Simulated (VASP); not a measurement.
# Mg3Cd2Te3 (I4/mmm) in VASP: relaxation of cell and atoms with PBE

Aim: the relaxation of cell and atoms of Mg3Cd2Te3 with PBE.

All numbers are computed with VASP 6.6.1; they aren't measurements. Logs are shortened: lines on timing, memory, paths and dates and some standing lists are left out, and cuts for length are marked.

## 1. The cell of the first run

The structure is tetragonal, space group I4/mmm (No. 139). The conventional cell has a = 6.369 Å, b = 6.369 Å, c = 9.907 Å, α = 90.00°, β = 90.00°, γ = 90.00°. Within 2.8 Å of Mg (site symmetry 4/mmm) lie 2 Cd at 2.11 Å. Within 3.3 Å of Mg (site symmetry -4m2) lie 2 Te at 2.48 Å and 4 Cd at 3.21 Å. Within 2.9 Å of Cd (site symmetry 4mm) lie 1 Mg at 2.11 Å and 1 Te at 2.85 Å. Te (site symmetry 4/mmm) has 2 Cd at 2.85 Å and 4 Te at 3.18 Å within 3.8 Å. Within 3.3 Å of Te (site symmetry mmm) lie 4 Mg at 2.48 to 3.18 Å and 2 Te at 3.18 Å.

The cell was generated, and may not be a known phase.

## 2. Relaxation of cell and atoms, PBE

File INCAR:

```
SYSTEM = Mg3Cd2Te3
  PREC = Accurate
  ENCUT = 600
  EDIFF = 1E-6
  ISMEAR = 0
  SIGMA = 0.2
  LREAL = .FALSE.
  LASPH = .TRUE.
  NELM = 60
  ALGO = Normal
  ISIF = 3
  LWAVE = .FALSE.
  LCHARG = .FALSE.
  GGA = PE
  IBRION = 2
  NSW = 36
  EDIFFG = -0.08
```

File KPOINTS:

```
Automatic mesh
0
G
  4 4 4
  0 0 0
```

File POSCAR:

```
Mg3Cd2Te3
1.0
   -3.1846728200      3.1846728200      4.9534683100
    3.1846728200     -3.1846728200      4.9534683100
    3.1846728200      3.1846728200     -4.9534683100
Mg Cd Te
3 2 3
Direct
    0.5000000000      0.5000000000      0.0000000000
    0.7500000000      0.2500000000      0.5000000000
    0.2500000000      0.7500000000      0.5000000000
    0.2875022400      0.2875022400      0.0000000000
    0.7124977600      0.7124977600      0.0000000000
    0.0000000000      0.0000000000      0.0000000000
    0.5000000000      0.0000000000      0.5000000000
    0.0000000000      0.5000000000      0.5000000000
```

Potentials or basis: VASP PAW PBE potentials, release 64 (Mg, Cd, Te).

The run is started by

```
$ cat potpaw_PBE.64/Mg/POTCAR potpaw_PBE.64/Cd/POTCAR potpaw_PBE.64/Te/POTCAR > POTCAR
$ mpirun -np 1 vasp_std > vasp.out
```

OUTCAR:

```text
SYSTEM = Mg3Cd2Te3
   PREC = Accurate
   ENCUT = 600
   EDIFF = 1E-6
   ISMEAR = 0
   LREAL = .FALSE.
   LASPH = .TRUE.
   NELM = 60
   ISIF = 3
   GGA = PE
   IBRION = 2
   NSW = 36
   EDIFFG = -0.08

 ion  position               nearest neighbor table
   1  0.500  0.500  0.000-   4 2.11   5 2.11   7 3.18   8 3.18   7 3.18   8 3.18
   2  0.750  0.250  0.500-   7 2.48   8 2.48   4 3.21   5 3.21   4 3.21   5 3.21
   3  0.250  0.750  0.500-   7 2.48   8 2.48   4 3.21   5 3.21   4 3.21   5 3.21
   4  0.288  0.288  0.000-   1 2.11   6 2.85   3 3.21   2 3.21   3 3.21   2 3.21
   5  0.712  0.712  0.000-   1 2.11   6 2.85   3 3.21   2 3.21   2 3.21   3 3.21
   6  0.000  0.000  0.000-   4 2.85   5 2.85   7 3.18   8 3.18   8 3.18   7 3.18
   7  0.500  0.000  0.500-   2 2.48   3 2.48   1 3.18   6 3.18   1 3.18   6 3.18
   8  0.000  0.500  0.500-   2 2.48   3 2.48   1 3.18   6 3.18   6 3.18   1 3.18

  LATTYP: Found a body centered tetragonal cell.
 ALAT       =     6.3693456400
 C/A-ratio  =     1.5554088567

  Lattice vectors:

 A1 = (  -3.1846728200,   3.1846728200,   4.9534683100)
 A2 = (   3.1846728200,  -3.1846728200,   4.9534683100)
 A3 = (   3.1846728200,   3.1846728200,  -4.9534683100)

Analysis of symmetry for initial positions (statically):
=====================================================================
 Subroutine PRICEL returns:
 Original cell was already a primitive cell.

 Routine SETGRP: Setting up the symmetry group for a
 body centered tetragonal supercell.

 Subroutine GETGRP returns: Found 16 space group operations
 (whereof 16 operations were pure point group operations)
 out of a pool of 16 trial point group operations.

The static configuration has the point symmetry D_4h.

Analysis of symmetry for dynamics (positions and initial velocities):
=====================================================================
 Subroutine PRICEL returns:
 Original cell was already a primitive cell.

 Routine SETGRP: Setting up the symmetry group for a
 body centered tetragonal supercell.

 Subroutine GETGRP returns: Found 16 space group operations
 (whereof 16 operations were pure point group operations)
 out of a pool of 16 trial point group operations.

The dynamic configuration has the point symmetry D_4h.

 Subroutine INISYM returns: Found 16 space group operations
 (whereof 16 operations are pure point group operations),
 and found     1 'primitive' translations

----------------------------------------------------------------------------------------

                                     Primitive cell

  volume of cell :     200.9551

  direct lattice vectors                    reciprocal lattice vectors
    -3.184672820  3.184672820  4.953468310     0.000000000  0.157001999  0.100939376
     3.184672820 -3.184672820  4.953468310     0.157001999  0.000000000  0.100939376
     3.184672820  3.184672820 -4.953468310     0.157001999  0.157001999  0.000000000

  length of vectors
     6.694858493  6.694858493  6.694858493     0.186650436  0.186650436  0.222034357

  position of ions in fractional coordinates (direct lattice)
     0.500000000  0.500000000  0.000000000
     0.750000000  0.250000000  0.500000000
     0.250000000  0.750000000  0.500000000
     0.287502240  0.287502240  0.000000000
     0.712497760  0.712497760  0.000000000
     0.000000000  0.000000000  0.000000000
     0.500000000  0.000000000  0.500000000
     0.000000000  0.500000000  0.500000000

  ion indices of the primitive-cell ions
   primitive index   ion index
                 1           1
                 2           2
                 3           3
                 4           4
                 5           5
                 6           6
                 7           7
                 8           8

----------------------------------------------------------------------------------------

 KPOINTS: Automatic mesh

Automatic generation of k-mesh.
 Grid dimensions read from file:
 generate k-points for:    4    4    4

 Generating k-lattice:

  Cartesian coordinates                     Fractional coordinates (reciprocal lattice)
     0.000000000  0.039250500  0.025234844     0.250000000 -0.000000000  0.000000000
     0.039250500  0.000000000  0.025234844    -0.000000000  0.250000000  0.000000000
     0.039250500  0.039250500  0.000000000     0.000000000  0.000000000  0.250000000

  Length of vectors
     0.046662609  0.046662609  0.055508589

  Shift w.r.t. Gamma in fractional coordinates (k-lattice)
     0.000000000  0.000000000  0.000000000

 Subroutine IBZKPT returns following result:
 ===========================================

 Found     13 irreducible k-points:

 Following reciprocal coordinates:
            Coordinates               Weight
  0.000000  0.000000  0.000000      1.000000
  0.250000 -0.000000  0.000000      8.000000
  0.500000 -0.000000  0.000000      4.000000
  0.250000  0.250000  0.000000      8.000000
  0.500000  0.250000  0.000000     16.000000
 -0.250000  0.250000  0.000000      4.000000
  0.500000  0.500000  0.000000      2.000000
  0.250000  0.250000  0.250000      2.000000
 -0.250000  0.250000  0.250000      4.000000
  0.500000  0.500000  0.250000      4.000000
 -0.250000  0.500000  0.250000      8.000000
 -0.250000 -0.250000  0.250000      2.000000
  0.500000  0.500000  0.500000      1.000000
   k-points           NKPTS =     13   k-points in BZ     NKDIM =     13   number of bands    NBANDS=     29
   number of dos      NEDOS =    301   number of ions     NIONS =      8
   total plane-waves  NPLWV = 157464
   dimension x,y,z NGX =    54 NGY =   54 NGZ =   54
   dimension x,y,z NGXF=   108 NGYF=  108 NGZF=  108
   ions per type =               3   2   3
   NGX,Y,Z   is equivalent  to a cutoff of  13.41, 13.41, 13.41 a.u.
   NGXF,Y,Z  is equivalent  to a cutoff of  26.82, 26.82, 26.82 a.u.
 SYSTEM =  Mg3Cd2Te3
   PREC   = accura    normal or accurate (medium, high low for compatibility)
   ISTART =      0    job   : 0-new  1-cont  2-samecut
   ICHARG =      2    charge: 1-file 2-atom 10-const
   ISPIN  =      1    spin polarized calculation?
   LNONCOLLINEAR =      F non collinear calculations
   LSORBIT =      F    spin-orbit coupling
   LASPH  =      T    aspherical Exc in radial PAW
   ENCUT  =  600.0 eV  44.10 Ry    6.64 a.u.  13.37 13.37 13.37*2*pi/ulx,y,z
   NELM   =     60;   NELMIN=  2; NELMDL= -5     # of ELM steps
   EDIFF  = 0.1E-05   stopping-criterion for ELM
   LREAL  =      F    real-space projection
   EDIFFG = -.8E-01   stopping-criterion for IOM
   NSW    =     36    number of steps for IOM
   IBRION =      2    ionic relax: 0-MD 1-quasi-New 2-CG
   NFREE  =      1    steps in history (QN), initial steepest desc. (CG)
   ISIF   =      3    stress and relaxation
   ISYM   =      2    0-nonsym 1-usesym 2-fastsym
   POTIM  = 0.5000    time-step for ionic-motion
   TEBEG  =    0.0;   TEEND  =   0.0 temperature during run
   PSTRESS=    0.0 pullay stress
   NELECT =      48.0000    total number of electrons
   NUPDOWN=      -1.0000    fix difference up-down
   EMIN   =  10.00;   EMAX   =-10.00  energy-range for DOS
   EFERMI =   0.00;   METHOD = LEGACY
   ISMEAR =     0;   SIGMA  =   0.20  broadening in eV -4-tet -1-fermi 0-gaus
   EFERMI_NEDOS =   21; number of points for ismear=-14 and -15
   IALGO  =     38    algorithm
   IMIX   =      4    mixing-type and parameters
     AMIX     =   0.40;   BMIX     =  1.00
     AMIX_MAG =   1.60;   BMIX_MAG =  1.00
  volume/ion in A,a.u.               =      25.12       169.51
  Fermi-wavevector in a.u.,A,eV,Ry     =   1.015755  1.919498 14.037919  1.031758
  Thomas-Fermi vector in A             =   2.149059
   LORBIT       =      0    0 simple, 1 ext, 2 COOP (PROOUT), +10 PAW based schemes
   GGA     = PE    functional components
   LHFCALC =     F    Hartree Fock is set to
   AEXX    =    0.0000 exact exchange contribution
   IVDW    =     0    specifies the selected vdW correction
   LEPSILON=     F    determine dielectric tensor
   LRPA    =     F    only Hartree local field effects (RPA)
 conjugate gradient relaxation of ions
 non-spin polarized calculation
 Gauss-broadening in eV      SIGMA  =   0.20
  energy-cutoff  :      600.00
  volume of cell :      200.96
 maximum number of plane-waves:      6723
 NGX is ok and might be reduce to    54
   NGX = 27   NGY = 27   NGZ = 27

--------------------------------------- Ionic step        1  -------------------------------------------

 number of electron      47.9999998 magnetization

 Free energy of the ion-electron system (eV)
  ---------------------------------------------------
  ext. energy  EPLUGINS =         0.00000000
  ---------------------------------------------------
  free energy    TOTEN  =       -10.82276268 eV

  energy without entropy =      -10.67758023  energy(sigma->0) =      -10.75017146

------------------------ aborting loop because EDIFF is reached ----------------------------------------

  FORCE on cell =-STRESS in cart. coord.  units (eV):
  Direction    XX          YY          ZZ          XY          YZ          ZX
  --------------------------------------------------------------------------------------
  -------------------------------------------------------------------------------------
  Total        1.8739118      1.8739118     55.0013278      0.0000000      0.0000000      0.0000000
  in kB       14.9403480     14.9403480    438.5152823      0.0000000      0.0000000      0.0000000
  external PRESSURE =     156.1319928 kB  Pullay stress =       0.0000000 kB
[... 107 lines left out ...]
  FREE ENERGIE OF THE ION-ELECTRON SYSTEM (eV)
  ---------------------------------------------------
  free  energy   TOTEN  =       -16.0848442372 eV

  energy  without entropy=      -15.9872980321  energy(sigma->0) =      -16.03607113

[... ionic steps 4 to 11 ...]

--------------------------------------- Ionic step       12  -------------------------------------------

 number of electron      48.0000008 magnetization

------------------------ aborting loop because EDIFF is reached ----------------------------------------

  FORCE on cell =-STRESS in cart. coord.  units (eV):
  Direction    XX          YY          ZZ          XY          YZ          ZX
  --------------------------------------------------------------------------------------
  -------------------------------------------------------------------------------------
  Total       -0.6485275     -0.6485275     -0.0607541      0.0000000      0.0000000      0.0000000
  in kB       -4.5691925     -4.5691925     -0.4280421      0.0000000      0.0000000      0.0000000
  external PRESSURE =      -3.1888090 kB  Pullay stress =       0.0000000 kB
[... 69 lines left out ...]
  energy  without entropy=      -16.5233904668  energy(sigma->0) =      -16.56228527

--------------------------------------- Ionic step       14  -------------------------------------------

 number of electron      48.0000007 magnetization

 Free energy of the ion-electron system (eV)
  ---------------------------------------------------
  ext. energy  EPLUGINS =         0.00000000
  ---------------------------------------------------
  free energy    TOTEN  =       -16.60190341 eV

  energy without entropy =      -16.52264808  energy(sigma->0) =      -16.56227575

 E-fermi :   4.0816     XC(G=0):  -9.0525

 val. band max:        4.0772893412   @ k =  -0.2500   0.2500   0.0000
 cond. band min:       4.1183856353   @ k =   0.0000   0.0000   0.0000
 fundamental gap:      0.0410962941
 Fermi energy:         4.0816119535

 k-point     1 :       0.0000    0.0000    0.0000
  band No.  band energies     occupation
      1      -9.1579      2.00000
      2      -7.1019      2.00000
      3      -5.7718      2.00000
      4      -4.7624      2.00000
      5      -4.6851      2.00000
      6      -4.6454      2.00000
[... 440 lines left out ...]
  FREE ENERGIE OF THE ION-ELECTRON SYSTEM (eV)
  ---------------------------------------------------
  free  energy   TOTEN  =       -16.6019034075 eV

  energy  without entropy=      -16.5226480831  energy(sigma->0) =      -16.56227575

 reached required accuracy - stopping structural energy minimisation
```

Run time: 18 min. Hardware: 1 thread of Intel Xeon Platinum 8488C (Sapphire Rapids), shared host; peak memory 0.5 GiB.

Results:

```
Free energy                           : -16.6019 eV
Relaxed volume                        : 28.15 Å³/atom
Relaxed cell                          : a = 7.515 Å, b = 7.515 Å, c = 7.515 Å, α = 132.67°, β = 132.67°, γ = 69.17°
Space group after relaxing (to 0.1 Å) : I4/mmm (No. 139)
Energy gained by relaxing             : 722.4 meV/atom
Ionic steps                           : 14
Pressure after relaxing               : 0.0 GPa
Largest force after relaxing          : 0.013 eV/Å
Band gap on the k mesh                : zero (bands 24 and 25 overlap by 1.58 eV)
```

Forces in eV/Å, atoms in the order of the input:
```
Mg   0.000  0.000  0.000
Mg   0.000  0.000  0.000
Mg   0.000  0.000  0.000
Cd   0.000  0.000 -0.013
Cd   0.000  0.000  0.013
Te   0.000  0.000  0.000
Te   0.000  0.000  0.000
Te   0.000  0.000  0.000
```

The path:
| step | energy change (eV) | largest force (eV/Å) | pressure (GPa) | volume (Å³) |
| --- | --- | --- | --- | --- |
| 1 | 0.0000 | 5.9156 | 15.61 | 200.96 |
| 2 | -4.9321 | 0.2118 | -4.45 | 273.69 |
| 3 | -5.2621 | 0.4953 | -2.16 | 246.07 |
| 4 | -5.2709 | 0.3826 | -2.85 | 251.57 |
| 5 | -5.2740 | 0.4174 | -2.61 | 249.62 |
| 6 | -5.6048 | 0.4227 | -1.29 | 234.38 |
| 7 | -5.7055 | 0.4177 | 0.29 | 223.39 |
| 8 | -5.7065 | 0.4153 | 0.55 | 222.01 |
| 9 | -5.7325 | 0.3420 | 0.32 | 223.50 |
| 10 | -5.7536 | 0.2307 | -0.01 | 226.35 |
| 11 | -5.7690 | 0.1639 | -0.16 | 226.81 |
| 12 | -5.7758 | 0.0614 | -0.32 | 227.40 |
| 13 | -5.7784 | 0.0101 | 0.22 | 224.21 |
| 14 | -5.7791 | 0.0132 | 0.05 | 225.21 |

Final structure:
```
Mg Cd Te
1.0
    -3.01658    3.01658    6.18716
     3.01658   -3.01658    6.18716
     3.01658    3.01658   -6.18716
Mg Cd Te
3 2 3
Cartesian
  0.0000 0.0000 6.1872
  0.0000 3.0166 3.0936
  3.0166 0.0000 3.0936
  0.0000 0.0000 3.0907
  0.0000 0.0000 9.2837
  0.0000 0.0000 0.0000
  0.0000 3.0166 0.0000
  3.0166 0.0000 0.0000
```

Caveat: spin-orbit coupling is left out, which moves the levels of the heavy elements.

The gap in the log of VASP goes by the Fermi energy; the results here count the filled bands.